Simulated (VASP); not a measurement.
**Ti: electric field gradients with PBE**

The system is Ti.

```xyz
1
Lattice="-1.6082 1.6410 1.6410 1.6410 -1.6082 1.6410 1.6410 1.6410 -1.6082" Properties=species:S:1:pos:R:3 pbc="T T T"
Ti    0.0000    0.0000    0.0000
```

This cell differs from its parent crystal: equal xy, yz and zx shear strains of +2 %.

```yaml
Program: VASP 6.6.1
Task: electric field gradients
Functional: PBE
Potentials_or_basis: VASP PAW PBE potentials, release 64 (Ti_sv)
Cutoff: 400 eV
k_mesh: 14 × 14 × 14
Occupations: fermi-dirac, width 0.05 eV
Spin: no spin polarisation
Dipole_correction: no
Further_INCAR_settings: ALGO = Normal; EDIFF = 1e-08; NBANDS = 12
```

```json
{
 "Pressure": "-3.3 GPa",
 "Band gap on the k mesh": "zero (bands 6 and 7 overlap by 1.49 eV)",
 "Largest electric field gradient by atom": "Ti -8.0 V/Å²"
}
```

Stress tensor (GPa, compression positive):
```
-3.29 -0.86 -0.86
-0.86 -3.29 -0.86
-0.86 -0.86 -3.29
```

Levels at points of the mesh, in eV from the Fermi level:
```
           k point  band 2  band 3  band 4  band 5  band 6  band 7  band 8  band 9  band 10  band 11
(0.00, 0.00, 0.00)  -32.46  -32.42  -32.42   -5.88    0.87    0.87    1.17    2.71     2.71    17.09
(0.50, 0.00, 0.00)  -33.06  -32.62  -32.43   -2.41   -0.40    0.96    2.74    3.09     4.12     8.45
(0.50, 0.50, 0.00)  -33.08  -32.66  -32.44   -2.39   -0.35    1.24    2.64    2.96     4.23     8.76
(0.50, 0.50, 0.50)  -32.89  -32.89  -32.84   -2.04   -2.04    3.66    3.92    3.92     8.18     8.29
```

Electric field gradients, principal values (V/Å²):
| atom | least | middle | greatest (by size) |
| --- | --- | --- | --- |
| 1 Ti | 3.987 | 3.987 | -7.974 |

Wall time 69 s on 1 thread of AMD EPYC 7R43 64-Core Processor (Zen 3) (shared host), peak memory 0.11 GiB.

Caveat: the cell differs from its parent crystal (equal xy, yz and zx shear strains of +2 %); the cell stands under tension; without QUAD_EFG the Cq values of the log hold for a quadrupole moment of 1 mb, not for the nuclei.
